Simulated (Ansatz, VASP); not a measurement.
**BaCu3 in VASP and in Ansatz**

INCAR

```
SYSTEM = BaCu3
  PREC = Accurate
  ENCUT = 600
  EDIFF = 1E-6
  ISMEAR = 0
  SIGMA = 0.1
  LREAL = .FALSE.
  LASPH = .TRUE.
  NELM = 60
  ALGO = Fast
  ISIF = 3
  LWAVE = .FALSE.
  LCHARG = .FALSE.
  GGA = PE
  IBRION = 2
  NSW = 100
  EDIFFG = -0.01
```

File KPOINTS:

```
Automatic mesh
0
G
  10 10 10
  0 0 0
```

Contents of POSCAR:

```
BaCu3
1.0
    4.4480391564      0.0000000000      0.0000000000
    0.0000000000      4.4480391564      0.0000000000
    0.0000000000      0.0000000000      4.4480391564
Ba Cu
1 3
Direct
    0.0000000000      0.0000000000      0.0000000000
    0.0000000000      0.5000000000      0.5000000000
    0.5000000000      0.0000000000      0.5000000000
    0.5000000000      0.5000000000      0.0000000000
```

Input for Ansatz:

```yaml
crystal:
  lattice:
    - [4.4480391564, 0.0, 0.0]
    - [0.0, 4.4480391564, 0.0]
    - [0.0, 0.0, 4.4480391564]
  atoms:
    - { symbol: Ba, position: [0.0, 0.0, 0.0] }
    - { symbol: Cu, position: [0.0, 0.5, 0.5] }
    - { symbol: Cu, position: [0.5, 0.0, 0.5] }
    - { symbol: Cu, position: [0.5, 0.5, 0.0] }
basis:
  ecutwfc: 420
kpoints:
  mp_grid: { grid: [10, 10, 10] }
hamiltonian:
  xc: pbe
scf:
  occupations: { method: gaussian, width: 0.1 }
output:
  forces: true
  stress: true
  eigenvalues: true
relax:
  adjacent_minimum: "off"
  f_tol: 0.01
  max_steps: 80
  cell: { stress_tol: 0.05 }
```

Alike in both runs: task relaxation of cell and atoms; functional PBE; k mesh 10 × 10 × 10; occupations gaussian, width 0.1 eV; no spin polarisation.

|  | VASP | Ansatz |
| --- | --- | --- |
| version | VASP 6.6.1 | Ansatz 0.2.0 |
| potentials or method | VASP PAW PBE potentials, release 64 (Ba_sv, Cu), cutoff 600 eV | scalar-relativistic, plane waves, PAW |
| valence electrons in the cell | 43 | 67 |

```tsv
	VASP	Ansatz	Ansatz less VASP
gap on the k mesh at the Fermi level, each at its own relaxed structure (eV)	none	none	-
relaxed volume (Å³/atom)	22.59	22.04	-0.549
relaxed cell length with the largest relative difference (Å)	4.487	4.451	-0.0367
```

A gap of «none» marks a metal or a gap that the smearing closes. VASP's potentials hold 43 valence electrons a cell and Ansatz's 67, so a difference there can come from the potentials and not from the codes.

Spin-orbit coupling is off throughout.
